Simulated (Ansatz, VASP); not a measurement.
One calculation of Ag, two programs

```
Ag
1.0
     1.47305    0.85046    7.20465
    -1.47305    0.85046    7.20465
     0.00000   -1.70093    7.20465
Ag
3
Direct
  0.22228 0.22228 0.22228
  0.77772 0.77772 0.77772
  0.00000 0.00000 0.00000
```

Alike in both runs: task single point; functional PBEsol; k mesh 10 × 10 × 10; occupations fermi-dirac, width 0.05 eV; no spin polarisation.

|  | VASP | Ansatz |
| --- | --- | --- |
| version | VASP 6.6.1 | Ansatz 0.2.0 |
| potentials or method | VASP PAW PBE potentials, release 64 (Ag) | Ansatz PAW |
| plane-wave cutoff (eV) | 520 | 420 |
| valence electrons in the cell | 33 | 57 |

Ansatz gave:

- gap on the k mesh at the Fermi level (eV): none
- pressure (GPa): -7.2
- traceless stress, the component that is largest in VASP (GPa): -0.36

**Question.** Which values does VASP return?

**Answer.** gap on the k mesh at the Fermi level (eV): none; pressure (GPa): -7.3; traceless stress, the component that is largest in VASP (GPa): -0.36.

VASP's potentials were made for PBE, not for PBEsol. A gap of «none» marks a metal or a gap that the smearing closes. VASP's potentials hold 33 valence electrons a cell and Ansatz's 57, so a difference there can come from the potentials and not from the codes.
